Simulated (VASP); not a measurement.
# P (P6/mmm) in VASP: single point with LDA

Aim: the single point of P with LDA.

All numbers are computed with VASP 6.6.1; they aren't measurements. Logs are shortened: lines on timing, memory, paths and dates and some standing lists are left out, and cuts for length are marked.

**1. The cell of the first run**

Symmetry: P6/mmm, No. 191, hexagonal system. The conventional cell has a = 4.341 Å, b = 4.341 Å, c = 11.072 Å, α = 90.00°, β = 90.00°, γ = 120.00°. P (site symmetry 6/mmm) has 6 P at 4.34 Å within 5.7 Å.

**2. Single point, LDA**

The input, INCAR:

```
SYSTEM = P
PREC = Accurate
ENCUT = 520
EDIFF = 1E-6
ISMEAR = -1
SIGMA = 0.1
LREAL = .FALSE.
LASPH = .TRUE.
NELM = 80
ALGO = Normal
ISIF = 2
LWAVE = .FALSE.
LCHARG = .TRUE.
GGA = CA
LELF = .TRUE.
LVHAR = .TRUE.
NBANDS = 8
```

The input, KPOINTS:

```
regular mesh
0
G
  6 6 2
  0 0 0
```

The input, POSCAR:

```
P
1.0
    4.3405848100      0.0000000000      0.0000000000
   -2.1702924000      3.7590567100      0.0000000000
    0.0000000000      0.0000000000     11.0718334200
P
1
Direct
    0.0000000000      0.0000000000      0.0000000000
```

Potentials or basis: VASP PAW LDA potentials, release 64 (P).

On the command line:

```sh
$ cat potpaw_LDA.64/P/POTCAR > POTCAR
$ mpirun -np 1 vasp_std > vasp.out
```

OUTCAR:

```text
SYSTEM = P
   PREC = Accurate
   ENCUT = 520
   EDIFF = 1E-6
   ISMEAR = -1
   LREAL = .FALSE.
   LASPH = .TRUE.
   NELM = 80
   ISIF = 2
   GGA = CA

 ion  position               nearest neighbor table
   1  0.000  0.000  0.000-

  LATTYP: Found a hexagonal cell.
 ALAT       =     4.3405848100
 C/A-ratio  =     2.5507699779

  Lattice vectors:

 A1 = (   4.3405848100,   0.0000000000,   0.0000000000)
 A2 = (  -2.1702924000,   3.7590567100,   0.0000000000)
 A3 = (   0.0000000000,   0.0000000000,  11.0718334200)

Analysis of symmetry for initial positions (statically):
=====================================================================
 Subroutine PRICEL returns:
 Original cell was already a primitive cell.

 Routine SETGRP: Setting up the symmetry group for a
 hexagonal supercell.

 Subroutine GETGRP returns: Found 24 space group operations
 (whereof 24 operations were pure point group operations)
 out of a pool of 24 trial point group operations.

The static configuration has the point symmetry D_6h.

Analysis of symmetry for dynamics (positions and initial velocities):
=====================================================================
 Subroutine PRICEL returns:
 Original cell was already a primitive cell.

 Routine SETGRP: Setting up the symmetry group for a
 hexagonal supercell.

 Subroutine GETGRP returns: Found 24 space group operations
 (whereof 24 operations were pure point group operations)
 out of a pool of 24 trial point group operations.

The dynamic configuration has the point symmetry D_6h.

 Subroutine INISYM returns: Found 24 space group operations
 (whereof 24 operations are pure point group operations),
 and found     1 'primitive' translations

----------------------------------------------------------------------------------------

                                     Primitive cell

  volume of cell :     180.6536

  direct lattice vectors                    reciprocal lattice vectors
     4.340584810  0.000000000  0.000000000     0.230383703  0.133012093  0.000000000
    -2.170292400  3.759056710  0.000000000     0.000000000  0.266024186  0.000000000
     0.000000000  0.000000000 11.071833420     0.000000000  0.000000000  0.090319278

  length of vectors
     4.340584810  4.340584805 11.071833420     0.266024185  0.266024186  0.090319278

  position of ions in fractional coordinates (direct lattice)
[... 58 lines left out ...]
   ISTART =      0    job   : 0-new  1-cont  2-samecut
   ICHARG =      2    charge: 1-file 2-atom 10-const
   ISPIN  =      1    spin polarized calculation?
   LNONCOLLINEAR =      F non collinear calculations
   LSORBIT =      F    spin-orbit coupling
   LASPH  =      T    aspherical Exc in radial PAW
   ENCUT  =  520.0 eV  38.22 Ry    6.18 a.u.   8.07  8.07 20.59*2*pi/ulx,y,z
   NELM   =     80;   NELMIN=  2; NELMDL= -5     # of ELM steps
   EDIFF  = 0.1E-05   stopping-criterion for ELM
   LREAL  =      F    real-space projection
[... 7 lines left out ...]
   TEBEG  =    0.0;   TEEND  =   0.0 temperature during run
   PSTRESS=    0.0 pullay stress
   NELECT =       5.0000    total number of electrons
   NUPDOWN=      -1.0000    fix difference up-down
   EMIN   =  10.00;   EMAX   =-10.00  energy-range for DOS
   EFERMI =   0.00;   METHOD = LEGACY
   ISMEAR =    -1;   SIGMA  =   0.10  broadening in eV -4-tet -1-fermi 0-gaus
   EFERMI_NEDOS =   21; number of points for ismear=-14 and -15
   IALGO  =     38    algorithm
   IMIX   =      4    mixing-type and parameters
     AMIX     =   0.40;   BMIX     =  1.00
     AMIX_MAG =   1.60;   BMIX_MAG =  1.00
  volume/ion in A,a.u.               =     180.65      1219.11
  Fermi-wavevector in a.u.,A,eV,Ry     =   0.495202  0.935797  3.336492  0.245225
  Thomas-Fermi vector in A             =   1.500532
   LORBIT       =      0    0 simple, 1 ext, 2 COOP (PROOUT), +10 PAW based schemes
   GGA     = CA    functional components
   LHFCALC =     F    Hartree Fock is set to
   AEXX    =    0.0000 exact exchange contribution
   IVDW    =     0    specifies the selected vdW correction
   LEPSILON=     F    determine dielectric tensor
   LRPA    =     F    only Hartree local field effects (RPA)
 non-spin polarized calculation
  energy-cutoff  :      520.00
  volume of cell :      180.65
 maximum number of plane-waves:      4894
   NGX = 17   NGY = 17   NGZ = 41

 number of electron       5.0000000 magnetization

 Free energy of the ion-electron system (eV)
  ---------------------------------------------------
  ext. energy  EPLUGINS =         0.00000000
  ---------------------------------------------------
  free energy    TOTEN  =        -1.17493983 eV

  energy without entropy =       -0.99761551  energy(sigma->0) =       -1.08627767

 E-fermi :  -4.6585     XC(G=0):  -2.7585

 val. band max:       -4.6854209973   @ k =   0.3333   0.0000   0.0000
 cond. band min:      -4.5737134001   @ k =   0.3333   0.1667   0.5000
 fundamental gap:      0.1117075972
 Fermi energy:        -4.6585135202

 k-point     1 :       0.0000    0.0000    0.0000
  band No.  band energies     occupation
      1     -13.4016      2.00000
      2      -4.9896      1.92957
      3      -3.9346      0.00143
      4      -3.9346      0.00143
      5       0.0495      0.00000
      6       1.5824      0.00000
      7       1.6033      0.00000
      8       3.3044      0.00000
[... 133 lines left out ...]
 k-point    14 :       0.3333    0.3333    0.5000
  band No.  band energies     occupation
      1     -13.0773      2.00000
      2      -5.1364      1.98333
      3      -5.1364      1.98333
      4      -4.5169      0.39052
      5       2.6760      0.00000
      6       2.6760      0.00000
      7       3.4874      0.00000
      8       3.4875      0.00000

------------------------ aborting loop because EDIFF is reached ----------------------------------------

  FORCE on cell =-STRESS in cart. coord.  units (eV):
  Direction    XX          YY          ZZ          XY          YZ          ZX
  --------------------------------------------------------------------------------------
  -------------------------------------------------------------------------------------
  Total       -2.4438654     -2.4438654     -0.0031440     -0.0000000      0.0000000      0.0000000
  in kB      -21.6741061    -21.6741061     -0.0278835     -0.0000000      0.0000000      0.0000000
  external PRESSURE =     -14.4586985 kB  Pullay stress =       0.0000000 kB

 VOLUME and BASIS-vectors are now :
 -----------------------------------------------------------------------------
  energy-cutoff  :      520.00
  volume of cell :      180.65
      direct lattice vectors                 reciprocal lattice vectors
     4.340584810  0.000000000  0.000000000     0.230383703  0.133012093  0.000000000
    -2.170292400  3.759056710  0.000000000     0.000000000  0.266024186  0.000000000
     0.000000000  0.000000000 11.071833420     0.000000000  0.000000000  0.090319278

 POSITION                                       TOTAL-FORCE (eV/Angst)
 -----------------------------------------------------------------------------------
      0.00000      0.00000      0.00000         0.000000      0.000000      0.000000
 -----------------------------------------------------------------------------------
    total drift:                                0.000000      0.000000     -0.000000

  FREE ENERGIE OF THE ION-ELECTRON SYSTEM (eV)
  ---------------------------------------------------
  free  energy   TOTEN  =        -1.1749398299 eV

  energy  without entropy=       -0.9976155052  energy(sigma->0) =       -1.08627767
```

OSZICAR:

```text
N       E                     dE             d eps       ncg     rms          rms(c)
DAV:   1     0.115288018986E+02    0.11529E+02   -0.96055E+02   224   0.305E+02
DAV:   2    -0.363946221310E-01   -0.11565E+02   -0.11321E+02   328   0.431E+01
DAV:   3    -0.115920051347E+01   -0.11228E+01   -0.10595E+01   224   0.145E+01
DAV:   4    -0.119451786334E+01   -0.35317E-01   -0.35094E-01   352   0.310E+00
DAV:   5    -0.119462143723E+01   -0.10357E-03   -0.10356E-03   328   0.141E-01    0.645E-01
DAV:   6    -0.117794795223E+01    0.16673E-01   -0.27616E-02   312   0.593E-01    0.283E-01
DAV:   7    -0.117431768638E+01    0.36303E-02   -0.14831E-02   352   0.446E-01    0.131E-01
DAV:   8    -0.117465597022E+01   -0.33828E-03   -0.63540E-04   312   0.110E-01    0.506E-02
DAV:   9    -0.117480585153E+01   -0.14988E-03   -0.48304E-05   280   0.326E-02    0.756E-03
DAV:  10    -0.117485893426E+01   -0.53083E-04   -0.11479E-05   288   0.137E-02    0.541E-03
DAV:  11    -0.117489638212E+01   -0.37448E-04   -0.10054E-05   280   0.105E-02    0.348E-03
DAV:  12    -0.117493071630E+01   -0.34334E-04   -0.11746E-05   288   0.955E-03    0.116E-03
DAV:  13    -0.117493524951E+01   -0.45332E-05   -0.57766E-07   312   0.226E-03    0.427E-04
DAV:  14    -0.117493968579E+01   -0.44363E-05   -0.87162E-07   288   0.227E-03    0.313E-04
DAV:  15    -0.117493982994E+01   -0.14414E-06   -0.10405E-08   352   0.295E-04
   1 F= -.11749398E+01 E0= -.10862777E+01  d E =-.177324E+00
```

Run time: 44 s. Hardware: 1 thread of AMD EPYC 7R13, shared host; peak memory 0.17 GiB.

What came out:

* Free energy: -1.1749 eV
* Pressure: -1.4 GPa

Stress tensor (GPa, compression positive):
```
-2.17  0.00  0.00
 0.00 -2.17  0.00
 0.00  0.00  0.00
```

Levels at points of the mesh, in eV from the Fermi level:
```
           k point  band 1  band 2  band 3  band 4  band 5
(0.00, 0.00, 0.00)   -8.74   -0.33    0.72    0.72    4.71
(0.50, 0.00, 0.00)   -8.46   -0.92    0.09    0.37    6.47
(0.00, 0.00, 0.50)   -8.74   -0.33    0.72    0.72    4.85
(0.50, 0.00, 0.50)   -8.46   -0.92    0.09    0.37    6.49
```
